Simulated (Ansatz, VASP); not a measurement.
# One calculation of Bi, two programs

File POSCAR:

```
Bi
1.0
   -1.9219876158      1.9219876158      1.9219876158
    1.9219876158     -1.9219876158      1.9219876158
    1.9219876158      1.9219876158     -1.9219876158
Bi
1
Direct
    0.0000000000      0.0000000000      0.0000000000
```

Contents of INCAR.step1:

```
PREC = Accurate
ENCUT = 520
ISMEAR = 0
SIGMA = 0.15
LREAL = F
LASPH = T
NELM = 100
NBANDS = 14
GGA = PE
ALGO = Normal
EDIFF = 1E-4
LWAVE = T
LCHARG = F
```

The input INCAR.step2:

```
PREC = Accurate
ENCUT = 520
EDIFF = 1E-7
ISMEAR = 0
SIGMA = 0.15
LREAL = F
LASPH = T
NELM = 100
ALGO = Normal
ISIF = 2
LWAVE = F
LCHARG = T
METAGGA = R2SCAN
LMIXTAU = T
LELF = T
LVHAR = T
NBANDS = 14
ISTART = 1
```

The input KPOINTS:

```
regular mesh
0
Gamma
  18 18 18
```

Input for Ansatz:

```yaml
crystal:
  lattice:
    - [-1.9219876158, 1.9219876158, 1.9219876158]
    - [1.9219876158, -1.9219876158, 1.9219876158]
    - [1.9219876158, 1.9219876158, -1.9219876158]
  atoms:
    - { symbol: Bi, position: [0.0, 0.0, 0.0] }
basis:
  ecutwfc: 500
kpoints:
  mp_grid: { grid: [18, 18, 18] }
hamiltonian:
  xc: r2scan
scf:
  occupations: { method: gaussian, width: 0.15 }
output:
  forces: true
  stress: true
  eigenvalues: true
```

Change from the starting cell: strain -0.030 along x and y, -0.030 along z, atoms carried along.

Alike in both runs: task single point; functional r2SCAN; k mesh 18 × 18 × 18; occupations gaussian, width 0.15 eV; no spin polarisation.

```csv
,VASP,Ansatz
version,VASP 6.6.1,Ansatz 0.2.0
potentials or method,"VASP PAW PBE potentials, release 64 (Bi_d), cutoff 520 eV","scalar-relativistic, plane waves, PAW"
valence electrons in the cell,15,15
```

```csv
,VASP,Ansatz,Ansatz less VASP
gap on the k mesh at the Fermi level (eV),none,none,-
pressure (GPa),6.3,6.3,0.00
```

VASP's potentials were made for PBE, not for r2SCAN. A gap of «none» marks a metal or a gap that the smearing closes.

Spin-orbit coupling is off throughout.
